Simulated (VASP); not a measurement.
Write the native input for VASP 6.6.1 that does the following.

```
Task                   : single point
Functional             : PBE
Dispersion             : D3(BJ)
Potentials or basis    : VASP PAW PBE potentials, release 64 (Sn_d, O)
Cutoff                 : 520 eV
k mesh                 : 7 × 7 × 1
Occupations            : gaussian, width 0.05 eV
Spin                   : no spin polarisation
Dipole correction      : yes
Further INCAR settings : ALGO = Normal; EDIFF = 1e-06; NBANDS = 50
```

The structure of SnO lies in POSCAR:

```
SnO
1.0
    3.8201527101      0.0002954416      0.0000000000
   -0.0003145269      3.8201527086      0.0000000000
    0.0000000000      0.0000000000     22.2260751773
Sn O
4 4
Direct
    0.9999452874      0.9999452874      0.2024648960
    0.4999452874      0.4999452874      0.3087831537
    0.6249452874      0.7499452874      0.5067488299
    1.1249452874      1.2499452874      0.6130670876
    0.9999461031      0.4999461031      0.2556240249
    0.4999461031      0.9999461031      0.2556240249
    0.6249444717      1.2499444717      0.5599079587
    1.1249444717      0.7499444717      0.5599079587
```

The input as run:

INCAR

```
PREC = Accurate
ENCUT = 520
EDIFF = 1E-6
ISMEAR = 0
SIGMA = 0.05
LREAL = False
LASPH = True
NELM = 80
ALGO = Normal
ISIF = 2
LWAVE = False
LCHARG = False
LDIPOL = True
IDIPOL = 3
DIPOL = 0.5 0.5 0.408
GGA = PE
IVDW = 12
NBANDS = 50
```

KPOINTS

```
Automatic mesh
0
Gamma
  7 7 1
```

Potentials or basis: VASP PAW PBE potentials, release 64 (Sn_d, O).

Command:

```sh
$ cat potpaw_PBE.64/Sn_d/POTCAR potpaw_PBE.64/O/POTCAR > POTCAR
$ mpirun -np 1 vasp_std > vasp.out
```

It gave:

```json
{
 "Largest force": "0.122 eV/Å",
 "Band gap on the k mesh": "2.57 eV, indirect (least direct gap 2.60 eV)",
 "Dispersion energy per atom": "-0.153 eV"
}
```

Caveat: spin-orbit coupling is left out, which moves the levels of the heavy elements.

Wall time 7.2 min on 1 thread of Intel(R) Xeon(R) Platinum 8488C (Sapphire Rapids), on a shared host, peak memory 0.52 GiB.
